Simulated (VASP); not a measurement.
Input of a VASP 6.6.1 run:

INCAR

```
SYSTEM = Ir
PREC = Accurate ; ENCUT = 520
EDIFF = 1E-6 ; ISMEAR = 0
SIGMA = 0.1 ; LREAL = .False.
LASPH = .True. ; NELM = 80
ALGO = Normal ; ISIF = 2
LWAVE = .False. ; LCHARG = .False.
GGA = PE ; NBANDS = 46
```

Contents of KPOINTS:

```
Automatic mesh
0
Gamma
  4 4 4
  0 0 0
```

POSCAR

```
Ir
1.0
    4.9467129544      0.0000000000      0.0000000000
    0.0000000000      4.9467129544      0.0000000000
    0.0000000000      0.0000000000      4.9467129544
Ir
8
Direct
    0.5000000000      0.5000000000      0.5000000000
    0.0000000000      0.0000000000      0.0000000000
    0.2500000000      0.0000000000      0.5000000000
    0.5000000000      0.2500000000      0.0000000000
    0.5000000000      0.7500000000      0.0000000000
    0.7500000000      0.0000000000      0.5000000000
    0.0000000000      0.5000000000      0.7500000000
    0.0000000000      0.5000000000      0.2500000000
```

Potentials or basis: VASP PAW PBE potentials, release 64 (Ir).

Run with:

```console
$ cat potpaw_PBE.64/Ir/POTCAR > POTCAR
$ mpirun -np 1 vasp_std > vasp.out
```

**Question.** Predict the band gap on the k mesh.

**Answer.** Zero (band 36 reaches 9.70 eV, above the bottom of band 37 at 9.20 eV).

**Question.** Predict the pressure.

**Answer.** 0.3 GPa.

Caveat: spin-orbit coupling is left out, which moves the levels of the heavy elements.
